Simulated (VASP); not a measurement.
Wanted: the native input for a VASP 6.6.1 run.

* Task: relaxation of cell and atoms
* Functional: PBEsol
* Potentials or basis: VASP PAW PBE potentials, release 64 (Al, Ga_d, As)
* Cutoff: 500 eV
* k mesh: 4 × 4 × 4
* Occupations: gaussian, width 0.1 eV
* Spin: no spin polarisation
* Dipole correction: no
* Further INCAR settings: ALGO = Normal; EDIFF = 1e-07; ISYM = 0; IBRION = 2; EDIFFG = -0.04; NSW = 45; ISIF = 3

The structure of AlGaAs2 lies in POSCAR:

```
AlGaAs2
1.0
    5.3107166430     -0.0022415755     -0.0005592334
   -0.0014200580      5.2726544638      0.0079326348
    0.0005926128      0.0108407647      5.1616841187
Al Ga As
2 2 4
Direct
    0.8390569605      0.7894576790      0.0139346043
    0.3401654673      0.6464249901      0.5121074716
    0.3398184233      0.1325779701      0.5159889956
    0.3385301816      0.3608480844      0.0166026962
    0.3391954564      0.8383850624      0.0119144818
    0.8388352573      0.2740449415      0.0176500217
    0.8399012399      0.6958124318      0.5143012980
    0.8395383567      0.1899143451      0.5171177987
```

One way to write it, as run:

INCAR

```
SYSTEM = AlGaAs2
PREC     = Accurate       ! precision mode
ENCUT    = 500            ! plane-wave cutoff, eV
EDIFF    = 1E-7           ! SCF threshold, eV
ISMEAR   = 0              ! smearing method
SIGMA    = 0.1            ! smearing width, eV
LREAL    = .False.        ! projectors in reciprocal space
LASPH    = .True.         ! aspherical terms in the spheres
NELM     = 120            ! most SCF steps
ALGO     = Normal         ! electronic algorithm
ISIF     = 3              ! what is computed and relaxed
LWAVE    = .False.        ! write WAVECAR
LCHARG   = .False.        ! write CHGCAR
GGA      = PS             ! functional
IBRION   = 2              ! ionic algorithm
NSW      = 45             ! ionic steps
EDIFFG   = -0.04          ! ionic threshold
ISYM     = 0            
GGA_COMPAT= .False.      
NELMIN   = 4
```

KPOINTS

```
regular mesh
0
Gamma
  4 4 4
  0 0 0
```

Potentials or basis: VASP PAW PBE potentials, release 64 (Al, Ga_d, As).

Run with:

```sh
$ cat potpaw_PBE.64/Al/POTCAR potpaw_PBE.64/Ga_d/POTCAR potpaw_PBE.64/As/POTCAR > POTCAR
$ mpirun -np 1 vasp_std > vasp.out
```

It gave:

```json
{"Relaxed volume": "18.34 Å³/atom", "Relaxed cell": "a = 5.224 Å, b = 5.603 Å, c = 5.013 Å, α = 89.67°, β = 90.00°, γ = 90.02°", "Space group after relaxing (to 0.1 Å)": "Pmm2 (No. 25)", "Energy gained by relaxing": "28.5 meV/atom", "Ionic steps": "23", "Pressure after relaxing": "0.0 GPa", "Largest force after relaxing": "0.032 eV/Å", "Band gap on the k mesh": "zero (bands 26 and 27 overlap by 2.42 eV)"}
```

Caveat: the PAW data sets were made with another functional, which shifts forces and pressure a little.

Wall time 21 min on 1 thread of AMD EPYC 9R45 (Zen 5), on a shared host, peak memory 0.3 GiB.
